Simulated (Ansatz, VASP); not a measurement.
**Two plane-wave programs on Be**

```
Be
1.0
     2.04795    0.00000    0.00000
     0.00000    2.81100    0.00000
    -0.08261    0.00000    2.85120
Be
2
Direct
  0.45665 0.75000 0.76354
  0.54335 0.25000 0.23646
```

Alike in both runs: task relaxation of cell and atoms; functional PBE; k mesh 8 × 6 × 6; occupations gaussian, width 0.1 eV; no spin polarisation.

|  | VASP | Ansatz |
| --- | --- | --- |
| version | VASP 6.6.1 | Ansatz 0.2.0 |
| potentials or method | VASP PAW PBE potentials, release 64 (Be), cutoff 600 eV | scalar-relativistic, plane waves, PAW |
| valence electrons in the cell | 4 | 4 |

Ansatz gave:

| Property | Result |
| --- | --- |
| gap on the k mesh at the Fermi level, each at its own relaxed structure (eV) | none |
| relaxed volume (Å³/atom) | 7.92 |
| relaxed length of the cell vector where the two differ most in proportion (Å) | 3.118 |

**Question.** Which values does VASP return?

**Answer.** gap on the k mesh at the Fermi level, each at its own relaxed structure (eV): none; relaxed volume (Å³/atom): 7.91; relaxed length of the cell vector where the two differ most in proportion (Å): 2.797.

A gap of «none» marks a metal or a gap that the smearing closes. One of these differences is far larger than is usual between the two programs; its cause wasn't traced.

The k mesh is coarse, so the values compare programs but aren't converged.
